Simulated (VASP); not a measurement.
**LiSi16 (a cell with a defect): single point with PBE**

The system is LiSi16 (a cell with a defect).

```xyz
17
Lattice="0.0000 5.4307 5.4307 5.4307 0.0000 5.4307 5.4307 5.4307 0.0000" Properties=species:S:1:pos:R:3 pbc="T T T"
Si   -0.0335    0.0274    0.0405
Si    1.3150    1.4029    1.3775
Si    2.6906    2.7515    0.0405
Si    4.0575    4.0912    1.3803
Si    2.6847    0.0332    2.7531
Si    4.0603    1.4027    4.1224
Si    5.3973    2.7514    2.7470
Si    6.7458    4.0883    4.1226
Si   -0.0675    2.7856    2.7270
Si    1.3331    4.1320    4.1048
Si    2.7093    5.4397    2.7295
Si    4.0169    6.8158    4.1049
Si    2.7109    2.7851    5.5051
Si    4.0173    4.1314    6.8510
Si    5.3636    5.4380    5.5053
Si    6.7643    6.8152    6.8524
Li    6.7216    6.8570    4.1446
```

```json
{
 "Program": "VASP 6.6.1",
 "Task": "single point",
 "Functional": "PBE",
 "Potentials or basis": "VASP PAW PBE potentials, release 64 (Si, Li_sv)",
 "Cutoff": "520 eV",
 "k mesh": "2 × 2 × 2",
 "Occupations": "fermi-dirac, width 0.02 eV",
 "Spin": "no spin polarisation"
}
```

```json
{"Largest force": "0.079 eV/Å"}
```

Forces in eV/Å, atoms in the order of the input:
```
Si  -0.013  0.007  0.012
Si   0.002 -0.002  0.003
Si  -0.008  0.013  0.012
Si  -0.015  0.014  0.013
Si   0.018 -0.018 -0.018
Si  -0.003 -0.001 -0.001
Si  -0.011  0.012  0.007
Si   0.002  0.003 -0.002
Si   0.000  0.001  0.012
Si  -0.006 -0.008  0.009
Si  -0.019  0.018  0.016
Si   0.006  0.007  0.009
Si  -0.017 -0.003 -0.001
Si   0.020 -0.021 -0.022
Si   0.002  0.014  0.000
Si  -0.008  0.009 -0.010
Li   0.050 -0.046 -0.041
```

Levels at points of the mesh, in eV from the Fermi level:
```csv
k point,band 30,band 31,band 32,band 33,band 34,band 35,band 36,band 37
"(0.00, 0.00, 0.00)",-1.44,-0.33,-0.32,-0.32,0.32,0.32,0.32,0.39
"(0.50, 0.00, 0.00)",-1.13,-1.13,-1.05,-1.05,0.90,1.06,1.06,1.27
"(0.00, 0.50, 0.00)",-1.14,-1.13,-1.05,-1.05,0.87,1.09,1.09,1.26
"(0.00, 0.00, 0.50)",-1.14,-1.13,-1.05,-1.05,0.87,1.09,1.09,1.26
"(0.50, 0.50, 0.50)",-1.14,-1.13,-1.05,-1.05,0.87,1.08,1.09,1.26
"(0.50, 0.50, 0.00)",-1.68,-1.68,-1.63,-1.59,0.75,0.81,1.87,1.99
"(0.00, 0.50, 0.50)",-1.68,-1.68,-1.63,-1.59,0.75,0.81,1.87,1.99
"(0.50, 0.00, 0.50)",-1.68,-1.68,-1.63,-1.59,0.75,0.81,1.87,1.99
```

Run time: 3.2 min on 1 thread of Intel(R) Xeon(R) Platinum 8488C (Sapphire Rapids) (shared host), peak memory 0.48 GiB.

Caveat: the k points lie up to 0.50 Å⁻¹ apart; the cell carries a net charge on a neutralising background, which shifts energy and pressure; the cell is charged against a uniform background, so pressure and absolute levels hang on convention.
